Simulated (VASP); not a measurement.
Write the native input for VASP 6.6.1 that does the following.

| Quantity | Value |
| --- | --- |
| Task | single point |
| Functional | r2SCAN |
| Potentials or basis | VASP PAW PBE potentials, release 64 (Hf_pv, O) |
| Cutoff | 520 eV |
| k mesh | 6 × 6 × 6 |
| Occupations | gaussian, width 0.02 eV |
| Spin | no spin polarisation |
| Dipole correction | no |
| Further INCAR settings | ALGO = Normal; EDIFF = 1e-07; NBANDS = 31 |

Crystal: HfO2.

```
Hf O
1.0
     3.41587    0.00000    0.00000
     0.00000    3.68026    0.00000
     0.00000    0.00000    5.23835
Hf O
2 4
Cartesian
  1.7079 1.8401 2.5871
  0.0000 0.0000 0.0321
  0.0000 1.8401 3.6621
  1.7079 0.0000 4.1955
  1.7079 0.0000 1.6091
  0.0000 1.8401 1.0100
```

This cell differs from its parent crystal: uniaxial strain along a: -4.5 %, then relaxed in part.

The input as run:

POSCAR

```
HfO2
1.0
    3.4158672373      0.0000000000      0.0000000000
    0.0000000000      3.6802582711      0.0000000000
    0.0000000000      0.0000000000      5.2383480088
Hf O
2 4
Direct
    0.5000000000      0.5000000000      0.4938703673
    0.0000000000      0.0000000000      0.0061296327
    0.0000000000      0.5000000000      0.6990878470
    0.5000000000      0.0000000000      0.8009121530
    0.5000000000      0.0000000000      0.3071846016
    0.0000000000      0.5000000000      0.1928153984
```

INCAR.step1

```
PREC     = Accurate       # precision mode
ENCUT    = 520            # plane-wave cutoff, eV
ISMEAR   = 0              # smearing method
SIGMA    = 0.02           # smearing width, eV
LREAL    = F              # projectors in reciprocal space
LASPH    = T              # aspherical terms in the spheres
NELM     = 80             # most SCF steps
NBANDS   = 31             # bands
GGA      = PE             # functional
ALGO     = Normal         # electronic algorithm
EDIFF    = 1E-4           # SCF threshold, eV
LWAVE    = T              # write WAVECAR
LCHARG   = F              # write CHGCAR
```

INCAR.step2

```
PREC     = Accurate       # precision mode
ENCUT    = 520            # plane-wave cutoff, eV
EDIFF    = 1E-7           # SCF threshold, eV
ISMEAR   = 0              # smearing method
SIGMA    = 0.02           # smearing width, eV
LREAL    = F              # projectors in reciprocal space
LASPH    = T              # aspherical terms in the spheres
NELM     = 80             # most SCF steps
ALGO     = Normal         # electronic algorithm
ISIF     = 2              # what is computed and relaxed
LWAVE    = F              # write WAVECAR
LCHARG   = F              # write CHGCAR
METAGGA  = R2SCAN         # meta-GGA
LMIXTAU  = T            
NBANDS   = 31             # bands
ISTART   = 1
```

KPOINTS

```
regular mesh
0
Gamma
  6 6 6
```

Potentials or basis: VASP PAW PBE potentials, release 64 (Hf_pv, O).

Run with:

```sh
$ cat potpaw_PBE.64/Hf_pv/POTCAR potpaw_PBE.64/O/POTCAR > POTCAR
$ cp INCAR.step1 INCAR
$ mpirun -np 1 vasp_std > vasp.out
$ cp INCAR.step2 INCAR
$ mpirun -np 1 vasp_std > vasp.out
```

Results of the run:

```json
{
  "Pressure": "0.3 GPa",
  "Largest force": "0.110 eV/Å",
  "Band gap on the k mesh": "5.06 eV (least direct gap 5.12 eV)"
}
```

Caveat: the cell differs from its parent crystal (uniaxial strain along a: -4.5 %, then relaxed in part); the stress differs along the axes, from -4 to 8 GPa; the PAW data sets were made with another functional, which shifts forces and pressure a little; spin-orbit coupling is left out, which moves the levels of the heavy elements.

Wall time 4.5 min on 1 thread of Intel(R) Xeon(R) 6975P-C (Granite Rapids), with other jobs on the host, peak memory 0.25 GiB.
